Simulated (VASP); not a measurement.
# CsH (P2_13) in VASP: relaxation of cell and atoms with PBEsol

Aim: the relaxation of cell and atoms of CsH with PBEsol.

All numbers are computed with VASP 6.6.1; they aren't measurements. Logs are shortened: lines on timing, memory, paths and dates and some standing lists are left out, and cuts for length are marked.

## 1. The cell of the first run

The structure is cubic, space group P2_13 (No. 198). The conventional cell has a = 6.383 Å, b = 6.383 Å, c = 6.383 Å, α = 90.00°, β = 90.00°, γ = 90.00°. Cs (site symmetry 3) has 7 H at 3.27 to 3.58 Å and 6 Cs at 3.91 Å within 4.3 Å. Within 4.3 Å of H (site symmetry 3) lie 7 Cs at 3.27 to 3.58 Å and 6 H at 3.96 Å.

## 2. Relaxation of cell and atoms, PBEsol

INCAR reads:

```
SYSTEM = CsH
PREC     = Accurate       ! precision mode
ENCUT    = 600            ! plane-wave cutoff, eV
EDIFF    = 1E-6           ! SCF threshold, eV
ISMEAR   = -1             ! smearing method
SIGMA    = 0.03           ! smearing width, eV
LREAL    = .FALSE.        ! projectors in reciprocal space
LASPH    = .TRUE.         ! aspherical terms in the spheres
NELM     = 60             ! most SCF steps
ALGO     = Normal         ! electronic algorithm
ISIF     = 3              ! what is computed and relaxed
LWAVE    = .FALSE.        ! write WAVECAR
LCHARG   = .FALSE.        ! write CHGCAR
GGA      = PS             ! functional
IBRION   = 2              ! ionic algorithm
NSW      = 100            ! ionic steps
EDIFFG   = -0.01          ! ionic threshold
```

KPOINTS reads:

```
Automatic mesh
0
G
  4 4 4
  0 0 0
```

POSCAR reads:

```
CsH
1.0
    6.3825088400      0.0000000000      0.0000000000
    0.0000000000      6.3825088400      0.0000000000
    0.0000000000      0.0000000000      6.3825088400
Cs H
4 4
Direct
    0.8630876900      0.6369123100      0.3630876900
    0.6369123100      0.3630876900      0.8630876900
    0.3630876900      0.8630876900      0.6369123100
    0.1369123100      0.1369123100      0.1369123100
    0.1586982700      0.3413017300      0.6586982700
    0.3413017300      0.6586982700      0.1586982700
    0.6586982700      0.1586982700      0.3413017300
    0.8413017300      0.8413017300      0.8413017300
```

Potentials or basis: VASP PAW PBE potentials, release 64 (Cs_sv, H).

Run with:

```console
cat potpaw_PBE.64/Cs_sv/POTCAR potpaw_PBE.64/H/POTCAR > POTCAR
mpirun -np 1 vasp_std > vasp.out
```

OUTCAR:

```text
SYSTEM = CsH
   PREC = Accurate
   ENCUT = 600
   EDIFF = 1E-6
   ISMEAR = -1
   LREAL = .FALSE.
   LASPH = .TRUE.
   NELM = 60
   ISIF = 3
   GGA = PS
   IBRION = 2
   NSW = 100
   EDIFFG = -0.01

 ion  position               nearest neighbor table
   1  0.863  0.637  0.363-
   2  0.637  0.363  0.863-
   3  0.363  0.863  0.637-
   4  0.137  0.137  0.137-
   5  0.159  0.341  0.659-
   6  0.341  0.659  0.159-
   7  0.659  0.159  0.341-
   8  0.841  0.841  0.841-

  LATTYP: Found a simple cubic cell.
 ALAT       =     6.3825088400

  Lattice vectors:

 A1 = (   6.3825088400,   0.0000000000,   0.0000000000)
 A2 = (   0.0000000000,   6.3825088400,   0.0000000000)
 A3 = (   0.0000000000,   0.0000000000,   6.3825088400)

Analysis of symmetry for initial positions (statically):
=====================================================================
 Subroutine PRICEL returns:
 Original cell was already a primitive cell.

 Routine SETGRP: Setting up the symmetry group for a
 simple cubic supercell.

 Subroutine GETGRP returns: Found 12 space group operations
 (whereof  3 operations were pure point group operations)
 out of a pool of 48 trial point group operations.

The static configuration has the point symmetry C_3 .
 The point group associated with its full space group is T   .

Analysis of symmetry for dynamics (positions and initial velocities):
=====================================================================
 Subroutine PRICEL returns:
 Original cell was already a primitive cell.

 Routine SETGRP: Setting up the symmetry group for a
 simple cubic supercell.

 Subroutine GETGRP returns: Found 12 space group operations
 (whereof  3 operations were pure point group operations)
 out of a pool of 48 trial point group operations.

The dynamic configuration has the point symmetry C_3 .
 The point group associated with its full space group is T   .

 Subroutine INISYM returns: Found 12 space group operations
 (whereof  3 operations are pure point group operations),
 and found     1 'primitive' translations

----------------------------------------------------------------------------------------

                                     Primitive cell

  volume of cell :     260.0006

  direct lattice vectors                    reciprocal lattice vectors
     6.382508840  0.000000000  0.000000000     0.156678201  0.000000000  0.000000000
[... 84 lines left out ...]
   EDIFF  = 0.1E-05   stopping-criterion for ELM
   LREAL  =      F    real-space projection
   EDIFFG = -.1E-01   stopping-criterion for IOM
   NSW    =    100    number of steps for IOM
   IBRION =      2    ionic relax: 0-MD 1-quasi-New 2-CG
   NFREE  =      1    steps in history (QN), initial steepest desc. (CG)
   ISIF   =      3    stress and relaxation
   ISYM   =      2    0-nonsym 1-usesym 2-fastsym
   POTIM  = 0.5000    time-step for ionic-motion
   TEBEG  =    0.0;   TEEND  =   0.0 temperature during run
   PSTRESS=    0.0 pullay stress
   NELECT =      40.0000    total number of electrons
   NUPDOWN=      -1.0000    fix difference up-down
   EMIN   =  10.00;   EMAX   =-10.00  energy-range for DOS
   EFERMI =   0.00;   METHOD = LEGACY
   ISMEAR =    -1;   SIGMA  =   0.03  broadening in eV -4-tet -1-fermi 0-gaus
   EFERMI_NEDOS =   21; number of points for ismear=-14 and -15
   IALGO  =     38    algorithm
   IMIX   =      4    mixing-type and parameters
     AMIX     =   0.40;   BMIX     =  1.00
     AMIX_MAG =   1.60;   BMIX_MAG =  1.00
  volume/ion in A,a.u.               =      32.50       219.32
  Fermi-wavevector in a.u.,A,eV,Ry     =   0.877210  1.657686 10.469639  0.769497
  Thomas-Fermi vector in A             =   1.997127
   LORBIT       =      0    0 simple, 1 ext, 2 COOP (PROOUT), +10 PAW based schemes
   GGA     = PS    functional components
   LHFCALC =     F    Hartree Fock is set to
   AEXX    =    0.0000 exact exchange contribution
   IVDW    =     0    specifies the selected vdW correction
   LEPSILON=     F    determine dielectric tensor
   LRPA    =     F    only Hartree local field effects (RPA)
 conjugate gradient relaxation of ions
 non-spin polarized calculation
  energy-cutoff  :      600.00
  volume of cell :      260.00
 maximum number of plane-waves:      8722
 NGX is ok and might be reduce to    54
   NGX = 25   NGY = 25   NGZ = 25

--------------------------------------- Ionic step        1  -------------------------------------------

 number of electron      39.9999997 magnetization

 Free energy of the ion-electron system (eV)
  ---------------------------------------------------
  ext. energy  EPLUGINS =         0.00000000
  ---------------------------------------------------
  free energy    TOTEN  =       -17.08914185 eV

  energy without entropy =      -17.08914185  energy(sigma->0) =      -17.08914185

------------------------ aborting loop because EDIFF is reached ----------------------------------------

  FORCE on cell =-STRESS in cart. coord.  units (eV):
  Direction    XX          YY          ZZ          XY          YZ          ZX
  --------------------------------------------------------------------------------------
  -------------------------------------------------------------------------------------
  Total       -2.6804113     -2.6804113     -2.6804113      0.0000000      0.0000000      0.0000000
  in kB      -16.5172501    -16.5172501    -16.5172501      0.0000000      0.0000000      0.0000000
  external PRESSURE =     -16.5172501 kB  Pullay stress =       0.0000000 kB
[... 107 lines left out ...]
  FREE ENERGIE OF THE ION-ELECTRON SYSTEM (eV)
  ---------------------------------------------------
  free  energy   TOTEN  =       -17.3918391165 eV

  energy  without entropy=      -17.3918391164  energy(sigma->0) =      -17.39183912

[... ionic steps 4 to 33 ...]

--------------------------------------- Ionic step       34  -------------------------------------------

 number of electron      39.9999999 magnetization

------------------------ aborting loop because EDIFF is reached ----------------------------------------
[... 79 lines left out ...]
--------------------------------------- Ionic step       36  -------------------------------------------

 number of electron      39.9999997 magnetization

 Free energy of the ion-electron system (eV)
  ---------------------------------------------------
  ext. energy  EPLUGINS =         0.00000000
  ---------------------------------------------------
  free energy    TOTEN  =       -18.35519219 eV

  energy without entropy =      -18.35519219  energy(sigma->0) =      -18.35519219

 E-fermi :   0.9811     XC(G=0):  -7.5826

 val. band max:        0.2924246378   @ k =   0.5000   0.5000   0.5000
 cond. band min:       2.3524904837   @ k =   0.5000   0.5000   0.5000
 fundamental gap:      2.0600658459
 Fermi energy:         0.9811077368

 k-point     1 :       0.0000    0.0000    0.0000
  band No.  band energies     occupation
      1     -21.1916      2.00000
      2     -21.0667      2.00000
      3     -21.0667      2.00000
      4     -21.0667      2.00000
      5      -8.4038      2.00000
      6      -8.4038      2.00000
[... 332 lines left out ...]
  FREE ENERGIE OF THE ION-ELECTRON SYSTEM (eV)
  ---------------------------------------------------
  free  energy   TOTEN  =       -18.3551921850 eV

  energy  without entropy=      -18.3551921850  energy(sigma->0) =      -18.35519219

 reached required accuracy - stopping structural energy minimisation
```

OSZICAR:

```text
N       E                     dE             d eps       ncg     rms          rms(c)
DAV:   1     0.298221803376E+03    0.29822E+03   -0.16680E+04   550   0.143E+03
DAV:   2     0.130771371316E+02   -0.28514E+03   -0.28065E+03   802   0.223E+02
DAV:   3    -0.194029955869E+02   -0.32480E+02   -0.32456E+02   625   0.867E+01
[... 356 lines left out ...]
DAV:   4    -0.183551722481E+02    0.15362E-02   -0.47518E-03   622   0.286E-01    0.358E-02
DAV:   5    -0.183551729114E+02   -0.66332E-06   -0.16793E-04   647   0.764E-02    0.193E-02
DAV:   6    -0.183551877878E+02   -0.14876E-04   -0.47414E-05   688   0.354E-02    0.659E-03
DAV:   7    -0.183551918671E+02   -0.40793E-05   -0.58173E-06   591   0.127E-02    0.250E-03
DAV:   8    -0.183551921850E+02   -0.31794E-06   -0.73988E-07   511   0.485E-03
  36 F= -.18355192E+02 E0= -.18355192E+02  d E =-.122856E-01
```

CONTCAR:

```text
CsH
   1.00000000000000
     6.2762704566042915    0.0000000000000000    0.0000000000000000
    -0.0000000000000000    6.2762704566042915    0.0000000000000000
    -0.0000000000000000    0.0000000000000000    6.2762704566042915
  Cs              H
     4     4
Direct
     0.7508489573161590    0.7491510426838410    0.2508489573161590
     0.7491510426838410    0.2508489573161590    0.7508489573161590
     0.2508489573161590    0.7508489573161590    0.7491510426838410
     0.2491510426838409    0.2491510426838409    0.2491510426838409
     0.2497087288685556    0.2502912711314444    0.7497087288685554
     0.2502912711314444    0.7497087288685554    0.2497087288685556
     0.7497087288685554    0.2497087288685556    0.2502912711314444
     0.7502912711314446    0.7502912711314446    0.7502912711314446

  0.00000000E+00  0.00000000E+00  0.00000000E+00
  0.00000000E+00  0.00000000E+00  0.00000000E+00
  0.00000000E+00  0.00000000E+00  0.00000000E+00
  0.00000000E+00  0.00000000E+00  0.00000000E+00
  0.00000000E+00  0.00000000E+00  0.00000000E+00
  0.00000000E+00  0.00000000E+00  0.00000000E+00
  0.00000000E+00  0.00000000E+00  0.00000000E+00
  0.00000000E+00  0.00000000E+00  0.00000000E+00
```

Wall time 53 min (1 thread of Oxide Virtual Turin-like, shared host); peak memory 0.43 GiB.

What came out:

```yaml
Free_energy: -18.3552 eV
Relaxed_volume: 30.90 Å³/atom
Relaxed_cell: a = 6.276 Å, b = 6.276 Å, c = 6.276 Å, α = 90.00°, β = 90.00°, γ = 90.00°
Space_group_after_relaxing_to_0.1_Å: Fm-3m (No. 225)
Energy_gained_by_relaxing: 158.3 meV/atom
Ionic_steps: 36
Pressure_after_relaxing: 0.0 GPa
Largest_force_after_relaxing: 0.007 eV/Å
Band_gap_on_the_k_mesh: 2.06 eV
```

Forces on the atoms (eV/Å):
```
Cs  -0.004  0.004 -0.004
Cs   0.004 -0.004 -0.004
Cs  -0.004 -0.004  0.004
Cs   0.004  0.004  0.004
H   -0.002  0.002 -0.002
H    0.002 -0.002 -0.002
H   -0.002 -0.002  0.002
H    0.002  0.002  0.002
```

Step by step:
```tsv
step	energy change (eV)	largest force (eV/Å)	pressure (GPa)	volume (Å³)
1	0.0000	0.1639	-1.65	260.00
2	-0.1266	0.1657	-1.37	247.60
3	-0.3027	0.2291	-0.23	219.30
4	-0.3091	0.2501	0.26	211.56
5	-0.3097	0.2455	0.15	213.20
6	-0.3318	0.2487	0.16	212.77
7	-0.3970	0.2555	0.20	211.49
8	-0.5227	0.2597	0.38	208.93
9	-0.7288	0.1830	1.05	203.88
10	-0.5903	0.3647	3.58	194.02
11	-0.7867	0.0683	1.66	200.77
12	-0.8168	0.0808	1.54	202.96
13	-0.8944	0.1169	1.18	209.60
14	-0.9996	0.1777	0.65	223.33
15	-1.0433	0.2340	-0.04	252.55
16	-1.0517	0.2289	0.13	244.24
17	-1.0721	0.2140	0.01	246.41
18	-1.1153	0.1722	-0.31	252.97
19	-1.1323	0.1025	-0.80	266.46
20	-1.1361	0.1211	-0.67	262.39
21	-1.1556	0.1106	-0.61	260.18
22	-1.2015	0.0729	-0.40	253.62
23	-1.2211	0.1263	0.18	240.84
24	-1.2269	0.0956	-0.05	245.27
25	-1.2270	0.0987	-0.03	244.76
26	-1.2307	0.0901	0.00	244.30
27	-1.2395	0.0647	0.07	242.94
28	-1.2467	0.0462	0.22	240.22
29	-1.2506	0.0495	0.13	242.46
30	-1.2530	0.0562	-0.13	249.26
31	-1.2538	0.0545	-0.05	247.08
32	-1.2556	0.0503	-0.05	247.09
33	-1.2601	0.0373	-0.05	247.12
34	-1.2654	0.0108	-0.05	247.20
35	-1.2602	0.0421	-0.05	247.34
36	-1.2661	0.0070	-0.05	247.23
```

Final structure:
```
Cs H
1.0
     6.27627    0.00000    0.00000
     0.00000    6.27627    0.00000
     0.00000    0.00000    6.27627
Cs H
4 4
Direct
  0.75085 0.74915 0.25085
  0.74915 0.25085 0.75085
  0.25085 0.75085 0.74915
  0.24915 0.24915 0.24915
  0.24971 0.25029 0.74971
  0.25029 0.74971 0.24971
  0.74971 0.24971 0.25029
  0.75029 0.75029 0.75029
```

Caveat: the PAW data sets were made with another functional, which shifts forces and pressure a little; spin-orbit coupling is left out, which moves the levels of the heavy elements. A k mesh can miss the band edges.
